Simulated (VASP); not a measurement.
Wanted: the native input for a VASP 6.6.1 run.

```
Task                   : relaxation of cell and atoms
Functional             : PBE
Potentials or basis    : VASP PAW PBE potentials, release 64 (Zn, Cl)
Cutoff                 : 600 eV
k mesh                 : 4 × 4 × 4
Occupations            : gaussian, width 0.1 eV
Spin                   : no spin polarisation
Dipole correction      : no
Further INCAR settings : ALGO = Normal; EDIFF = 1e-06; IBRION = 2; EDIFFG = -0.04; NSW = 90; ISIF = 3
```

The structure of ZnCl3 lies in POSCAR:

```
ZnCl3
1.0
    0.0000000000      3.7035114300      3.7035114300
    3.7035114300      0.0000000000      3.7035114300
    3.7035114300      3.7035114300      0.0000000000
Zn Cl
1 3
Direct
    0.0000000000      0.0000000000      0.0000000000
    0.2500000000      0.2500000000      0.2500000000
    0.7500000000      0.7500000000      0.7500000000
    0.5000000000      0.5000000000      0.5000000000
```

The cell was generated, and may not be a known phase.

One way to write it, as run:

INCAR

```
  PREC = Accurate
  ENCUT = 600
  EDIFF = 1E-6
  ISMEAR = 0
  SIGMA = 0.1
  LREAL = False
  LASPH = True
  NELM = 60
  ALGO = Normal
  ISIF = 3
  LWAVE = False
  LCHARG = False
  GGA = PE
  IBRION = 2
  NSW = 90
  EDIFFG = -0.04
```

KPOINTS

```
Automatic mesh
0
Gamma
  4 4 4
```

Potentials or basis: VASP PAW PBE potentials, release 64 (Zn, Cl).

Run with:

```bash
$ cat potpaw_PBE.64/Zn/POTCAR potpaw_PBE.64/Cl/POTCAR > POTCAR
$ mpirun -np 1 vasp_std > vasp.out
```

It gave:

```
Relaxed volume                        : 19.83 Å³/atom
Relaxed cell                          : a = 4.823 Å, b = 4.823 Å, c = 4.823 Å, α = 60.00°, β = 60.00°, γ = 60.00°
Space group after relaxing (to 0.1 Å) : Fm-3m (No. 225)
Energy gained by relaxing             : 120.8 meV/atom
Ionic steps                           : 4
Pressure after relaxing               : 0.2 GPa
Band gap on the k mesh                : zero (an odd number of electrons rules out a gap without spin polarisation)
```

Caveat: the k points lie up to 0.40 Å⁻¹ apart in the final cell, too coarse for converged energies and pressures of a metal; the volume moved by over 15 % at a fixed basis, so the end points are rough; an odd number of electrons without spin polarisation forces a metal; a magnetic or distorted state may lie lower.

It took 42 s on 1 thread of Intel(R) Xeon(R) 6975P-C (Granite Rapids), with other jobs on the host, peak memory 0.26 GiB.
